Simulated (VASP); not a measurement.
# Hf (Fd-3m) in VASP: notebook

The runs below take Hf through relaxation of cell and atoms, with PBEsol.

All numbers are computed with VASP 6.6.1; they aren't measurements. Logs are shortened: lines on timing, memory, paths and dates and some standing lists are left out, and cuts for length are marked.

## (1) The cell of the first run

The structure is cubic, space group Fd-3m (No. 227). Conventional cell: a = 6.150 Å, b = 6.150 Å, c = 6.150 Å, α = 90.00°, β = 90.00°, γ = 90.00°. Within 3.5 Å of Hf (site symmetry -43m) lie 4 Hf at 2.66 Å.

This isn't the form of Hf at room conditions, which is hcp.

## (2) Relaxation of cell and atoms, PBEsol

The input, INCAR:

```
SYSTEM = Hf
  ALGO = Normal
  EDIFF = 1E-7
  EDIFFG = -0.01
  ENCUT = 500
  GGA = PS
  GGA_COMPAT = .False.
  IBRION = 2
  ISIF = 3
  ISMEAR = 0
  LASPH = .True.
  LCHARG = .False.
  LREAL = .False.
  LWAVE = .False.
  NELM = 120
  NELMIN = 4
  NSW = 60
  PREC = Accurate
  SIGMA = 0.05
```

The input, KPOINTS:

```
k-points
0
Gamma
  13 13 13
  0 0 0
```

The input, POSCAR:

```
Hf
1.0
    0.0000000000      3.0750000000      3.0750000000
    3.0750000000      0.0000000000      3.0750000000
    3.0750000000      3.0750000000      0.0000000000
Hf
2
Direct
    1.0000000000      1.0000000000      1.0000000000
    0.2500000000      0.2500000000      0.2500000000
```

Potentials or basis: VASP PAW PBE potentials, release 64 (Hf_pv).

On the command line:

```bash
> cat potpaw_PBE.64/Hf_pv/POTCAR > POTCAR
> mpirun -np 1 vasp_std > vasp.out
```

OUTCAR:

```text
SYSTEM = Hf
   EDIFF = 1E-7
   EDIFFG = -0.01
   ENCUT = 500
   GGA = PS
   IBRION = 2
   ISIF = 3
   ISMEAR = 0
   LASPH = .True.
   LREAL = .False.
   NELM = 120
   NELMIN = 4
   NSW = 60
   PREC = Accurate

 ion  position               nearest neighbor table
   1  0.000  0.000  0.000-   2 2.66   2 2.66   2 2.66   2 2.66
   2  0.250  0.250  0.250-   1 2.66   1 2.66   1 2.66   1 2.66

  LATTYP: Found a face centered cubic cell.
 ALAT       =     6.1500000000

  Lattice vectors:

 A1 = (   0.0000000000,   3.0750000000,   3.0750000000)
 A2 = (   3.0750000000,   0.0000000000,   3.0750000000)
 A3 = (   3.0750000000,   3.0750000000,   0.0000000000)

Analysis of symmetry for initial positions (statically):
=====================================================================
 Subroutine PRICEL returns:
 Original cell was already a primitive cell.

 Routine SETGRP: Setting up the symmetry group for a
 face centered cubic supercell.

 Subroutine GETGRP returns: Found 48 space group operations
 (whereof 24 operations were pure point group operations)
 out of a pool of 48 trial point group operations.

The static configuration has the point symmetry T_d .
 The point group associated with its full space group is O_h .

Analysis of symmetry for dynamics (positions and initial velocities):
=====================================================================
 Subroutine PRICEL returns:
 Original cell was already a primitive cell.

 Routine SETGRP: Setting up the symmetry group for a
 face centered cubic supercell.

 Subroutine GETGRP returns: Found 48 space group operations
 (whereof 24 operations were pure point group operations)
 out of a pool of 48 trial point group operations.

The dynamic configuration has the point symmetry T_d .
 The point group associated with its full space group is O_h .

 Subroutine INISYM returns: Found 48 space group operations
 (whereof 24 operations are pure point group operations),
 and found     1 'primitive' translations

----------------------------------------------------------------------------------------

                                     Primitive cell

  volume of cell :      58.1521

  direct lattice vectors                    reciprocal lattice vectors
     0.000000000  3.075000000  3.075000000    -0.162601626  0.162601626  0.162601626
     3.075000000  0.000000000  3.075000000     0.162601626 -0.162601626  0.162601626
     3.075000000  3.075000000  0.000000000     0.162601626  0.162601626 -0.162601626

  length of vectors
     4.348706704  4.348706704  4.348706704     0.281634278  0.281634278  0.281634278

  position of ions in fractional coordinates (direct lattice)
     0.000000000  0.000000000  0.000000000
     0.250000000  0.250000000  0.250000000

  ion indices of the primitive-cell ions
   primitive index   ion index
                 1           1
                 2           2

----------------------------------------------------------------------------------------

 KPOINTS: k-points

Automatic generation of k-mesh.
 Grid dimensions read from file:
 generate k-points for:   13   13   13

 Generating k-lattice:

  Cartesian coordinates                     Fractional coordinates (reciprocal lattice)
    -0.012507817  0.012507817  0.012507817     0.076923077  0.000000000  0.000000000
     0.012507817 -0.012507817  0.012507817     0.000000000  0.076923077  0.000000000
     0.012507817  0.012507817 -0.012507817     0.000000000  0.000000000  0.076923077

  Length of vectors
     0.021664175  0.021664175  0.021664175

  Shift w.r.t. Gamma in fractional coordinates (k-lattice)
     0.000000000  0.000000000  0.000000000

 Subroutine IBZKPT returns following result:
 ===========================================

 Found     84 irreducible k-points:

 Following reciprocal coordinates:
            Coordinates               Weight
  0.000000  0.000000  0.000000      1.000000
  0.076923  0.000000  0.000000      8.000000
  0.153846  0.000000  0.000000      8.000000
  0.230769  0.000000  0.000000      8.000000
  0.307692  0.000000  0.000000      8.000000
  0.384615  0.000000  0.000000      8.000000
[... 16 lines left out ...]
  0.384615  0.153846  0.000000     24.000000
  0.461538  0.153846  0.000000     24.000000
 [... further k-points ...]
   k-points           NKPTS =     84   k-points in BZ     NKDIM =     84   number of bands    NBANDS=     14
   number of dos      NEDOS =    301   number of ions     NIONS =      2
   total plane-waves  NPLWV =  32768
   dimension x,y,z NGX =    32 NGY =   32 NGZ =   32
   dimension x,y,z NGXF=    64 NGYF=   64 NGZF=   64
   ions per type =               2
   NGX,Y,Z   is equivalent  to a cutoff of  12.23, 12.23, 12.23 a.u.
   NGXF,Y,Z  is equivalent  to a cutoff of  24.47, 24.47, 24.47 a.u.
 SYSTEM =  Hf
   PREC   = accura    normal or accurate (medium, high low for compatibility)
   ISTART =      0    job   : 0-new  1-cont  2-samecut
   ICHARG =      2    charge: 1-file 2-atom 10-const
   ISPIN  =      1    spin polarized calculation?
   LNONCOLLINEAR =      F non collinear calculations
   LSORBIT =      F    spin-orbit coupling
   LASPH  =      T    aspherical Exc in radial PAW
   ENCUT  =  500.0 eV  36.75 Ry    6.06 a.u.   7.93  7.93  7.93*2*pi/ulx,y,z
   NELM   =    120;   NELMIN=  4; NELMDL= -5     # of ELM steps
   EDIFF  = 0.1E-06   stopping-criterion for ELM
   LREAL  =      F    real-space projection
   EDIFFG = -.1E-01   stopping-criterion for IOM
   NSW    =     60    number of steps for IOM
   IBRION =      2    ionic relax: 0-MD 1-quasi-New 2-CG
   NFREE  =      1    steps in history (QN), initial steepest desc. (CG)
   ISIF   =      3    stress and relaxation
   ISYM   =      2    0-nonsym 1-usesym 2-fastsym
   POTIM  = 0.5000    time-step for ionic-motion
   TEBEG  =    0.0;   TEEND  =   0.0 temperature during run
   PSTRESS=    0.0 pullay stress
   NELECT =      20.0000    total number of electrons
   NUPDOWN=      -1.0000    fix difference up-down
   EMIN   =  10.00;   EMAX   =-10.00  energy-range for DOS
   EFERMI =   0.00;   METHOD = LEGACY
   ISMEAR =     0;   SIGMA  =   0.05  broadening in eV -4-tet -1-fermi 0-gaus
   EFERMI_NEDOS =   21; number of points for ismear=-14 and -15
   IALGO  =     38    algorithm
   IMIX   =      4    mixing-type and parameters
     AMIX     =   0.40;   BMIX     =  1.00
     AMIX_MAG =   1.60;   BMIX_MAG =  1.00
  volume/ion in A,a.u.               =      29.08       196.21
  Fermi-wavevector in a.u.,A,eV,Ry     =   1.146999  2.167514 17.899916  1.315607
  Thomas-Fermi vector in A             =   2.283681
   LORBIT       =      0    0 simple, 1 ext, 2 COOP (PROOUT), +10 PAW based schemes
   GGA     = PS    functional components
   LHFCALC =     F    Hartree Fock is set to
   AEXX    =    0.0000 exact exchange contribution
   IVDW    =     0    specifies the selected vdW correction
   LEPSILON=     F    determine dielectric tensor
   LRPA    =     F    only Hartree local field effects (RPA)
 conjugate gradient relaxation of ions
 non-spin polarized calculation
 Gauss-broadening in eV      SIGMA  =   0.05
  energy-cutoff  :      500.00
  volume of cell :       58.15
 maximum number of plane-waves:      1492
   NGX = 15   NGY = 15   NGZ = 15

--------------------------------------- Ionic step        1  -------------------------------------------

 number of electron      20.0000005 magnetization

 Free energy of the ion-electron system (eV)
  ---------------------------------------------------
  ext. energy  EPLUGINS =         0.00000000
  ---------------------------------------------------
  free energy    TOTEN  =       -15.37623888 eV

  energy without entropy =      -15.37141582  energy(sigma->0) =      -15.37382735

------------------------ aborting loop because EDIFF is reached ----------------------------------------

  FORCE on cell =-STRESS in cart. coord.  units (eV):
  Direction    XX          YY          ZZ          XY          YZ          ZX
  --------------------------------------------------------------------------------------
  -------------------------------------------------------------------------------------
  Total        1.0804233      1.0804233      1.0804233      0.0000000      0.0000000      0.0000000
  in kB       29.7672807     29.7672807     29.7672807      0.0000000      0.0000000      0.0000000
  external PRESSURE =      29.7672807 kB  Pullay stress =       0.0000000 kB
[... 93 lines left out ...]
  energy  without entropy=      -15.4200465495  energy(sigma->0) =      -15.42405459

--------------------------------------- Ionic step        4  -------------------------------------------

 number of electron      20.0000003 magnetization

 Free energy of the ion-electron system (eV)
  ---------------------------------------------------
  ext. energy  EPLUGINS =         0.00000000
  ---------------------------------------------------
  free energy    TOTEN  =       -15.42818235 eV

  energy without entropy =      -15.42026216  energy(sigma->0) =      -15.42422225

 E-fermi :   1.8538     XC(G=0):  -9.5336

 val. band max:        1.8525308153   @ k =  -0.4615   0.2308   0.0769
 cond. band min:       1.8605953317   @ k =  -0.3846   0.0769   0.0000
 fundamental gap:      0.0080645164
 Fermi energy:         1.8537700315

 k-point     1 :       0.0000    0.0000    0.0000
  band No.  band energies     occupation
      1     -29.0933      2.00000
      2     -29.0933      2.00000
      3     -29.0933      2.00000
      4     -28.3539      2.00000
      5     -28.3539      2.00000
      6     -28.3539      2.00000
      7      -3.4650      2.00000
      8       1.3873      2.00000
      9       1.3873      2.00000
     10       2.0021      0.00003
     11       2.0021      0.00003
     12       2.0021      0.00003
     13       4.0442      0.00000
     14       4.0442      0.00000
[... 375 lines left out ...]
 k-point    24 :       0.4615    0.1538    0.0000
  band No.  band energies     occupation
      1     -29.2183      2.00000
      2     -29.1926      2.00000
      3     -28.9949      2.00000
      4     -28.4659      2.00000
      5     -28.2480      2.00000
      6     -28.2264      2.00000
      7      -1.1921      2.00000
      8       0.6086      2.00000
      9       1.1826      2.00000
     10       1.7117      1.99994
     11       1.8937      0.25928
     12       2.1345      0.00000
     13       2.8676      0.00000
     14       4.3554      0.00000

 [... further k-points ...]

------------------------ aborting loop because EDIFF is reached ----------------------------------------

  FORCE on cell =-STRESS in cart. coord.  units (eV):
  Direction    XX          YY          ZZ          XY          YZ          ZX
  --------------------------------------------------------------------------------------
  -------------------------------------------------------------------------------------
  Total        0.0027708      0.0027708      0.0027708      0.0000000     -0.0000000      0.0000000
  in kB        0.0691559      0.0691559      0.0691559      0.0000000     -0.0000000      0.0000000
  external PRESSURE =       0.0691559 kB  Pullay stress =       0.0000000 kB
[... 17 lines left out ...]
  FREE ENERGIE OF THE ION-ELECTRON SYSTEM (eV)
  ---------------------------------------------------
  free  energy   TOTEN  =       -15.4281823450 eV

  energy  without entropy=      -15.4202621577  energy(sigma->0) =      -15.42422225

 reached required accuracy - stopping structural energy minimisation
```

It took 59 s on 1 thread of Intel Xeon 6975P-C (Granite Rapids), shared host; peak memory 0.22 GiB.

Results:

| Property | Result |
| --- | --- |
| Free energy | -15.4282 eV |
| Relaxed volume | 32.10 Å³/atom |
| Relaxed cell | a = 4.494 Å, b = 4.494 Å, c = 4.494 Å, α = 60.00°, β = 60.00°, γ = 60.00° |
| Space group after relaxing (to 0.1 Å) | Fd-3m (No. 227) |
| Energy gained by relaxing | 26.0 meV/atom |
| Ionic steps | 4 |
| Pressure after relaxing | 0.0 GPa |
| Band gap on the k mesh | zero (bands 10 and 11 overlap by 0.66 eV) |

Step by step:
```tsv
step	energy change (eV)	largest force (eV/Å)	pressure (GPa)	volume (Å³)
1	0.0000	0.0000	2.98	58.15
2	-0.0494	0.0000	0.59	62.82
3	-0.0518	0.0000	-0.13	64.51
4	-0.0519	0.0000	0.01	64.19
```

Final structure:
```yaml
crystal:
  lattice:
    - [0.00000, 3.17800, 3.17800]
    - [3.17800, 0.00000, 3.17800]
    - [3.17800, 3.17800, 0.00000]
  atoms:
    - { symbol: Hf, position: [0.00000, 0.00000, 0.00000] }
    - { symbol: Hf, position: [0.25000, 0.25000, 0.25000] }
```

Levels at points of the mesh, in eV from the Fermi level:
| k point | band 8 | band 9 | band 10 | band 11 | band 12 | band 13 |
| --- | --- | --- | --- | --- | --- | --- |
| (0.00, 0.00, 0.00) | -0.47 | -0.47 | 0.15 | 0.15 | 0.15 | 2.19 |

Caveat: the PAW data sets were made with another functional, which shifts forces and pressure a little; spin-orbit coupling is left out, which moves the levels of the heavy elements.

(Part 1 of 2 ends here.)
